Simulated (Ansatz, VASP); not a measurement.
## RbCl: VASP beside Ansatz

File INCAR:

```
ALGO     = Normal         # electronic algorithm
EDIFF    = 1E-6           # SCF threshold, eV
ENCUT    = 500            # plane-wave cutoff, eV
GGA      = PE             # functional
GGA_COMPAT= False        
ISIF     = 2              # what is computed and relaxed
ISMEAR   = 0              # smearing method
LASPH    = True           # aspherical terms in the spheres
LCHARG   = True           # write CHGCAR
LELF     = True           # ELF
LREAL    = False          # projectors in reciprocal space
LVHAR    = True         
LWAVE    = False          # write WAVECAR
NBANDS   = 15             # bands
NELM     = 120            # most SCF steps
PREC     = Accurate       # precision mode
SIGMA    = 0.1            # smearing width, eV
```

The input KPOINTS:

```
k-points
0
Gamma
  4 4 4
```

Contents of POSCAR:

```
RbCl
1.0
    0.0000000000      3.3087073290      3.3087073290
    3.3087073290      0.0000000000      3.3087073290
    3.3087073290      3.3087073290      0.0000000000
Rb Cl
1 1
Direct
    0.0000000000      0.0000000000      0.0000000000
    0.5000000000      0.5000000000      0.5000000000
```

Input for Ansatz:

```yaml
crystal:
  lattice:
    - [0.0, 3.308707329, 3.308707329]
    - [3.308707329, 0.0, 3.308707329]
    - [3.308707329, 3.308707329, 0.0]
  atoms:
    - { symbol: Rb, position: [0.0, 0.0, 0.0] }
    - { symbol: Cl, position: [0.5, 0.5, 0.5] }
basis: {}
kpoints:
  mp_grid: { grid: [4, 4, 4] }
hamiltonian:
  xc: pbe
  pseudopotentials: { kind: nc }
scf:
  occupations: { method: gaussian, width: 0.1 }
  convergence: { dr2_threshold: "1e-5 eV" }
  max_iter: 85
output:
  forces: true
  stress: true
  eigenvalues: true
```

Alike in both runs: task single point; functional PBE; k mesh 4 × 4 × 4; occupations gaussian, width 0.1 eV; no spin polarisation.

|  | VASP | Ansatz |
| --- | --- | --- |
| version | VASP 6.6.1 | Ansatz 0.2.0 |
| potentials or method | VASP PAW PBE potentials, release 64 (Rb_sv, Cl) | scalar-relativistic, plane waves, norm-conserving potentials |
| plane-wave cutoff (eV) | 500 | 789 |
| valence electrons in the cell | 16 | 16 |

```csv
,VASP,Ansatz,Ansatz less VASP
gap on the k mesh at the Fermi level (eV),4.95,4.95,+0.003
least direct gap on the mesh (eV),4.95,4.95,+0.003
pressure (GPa),0.6,0.6,0.00
```

Ansatz's warnings: force scf threshold loose, stress scf threshold loose.
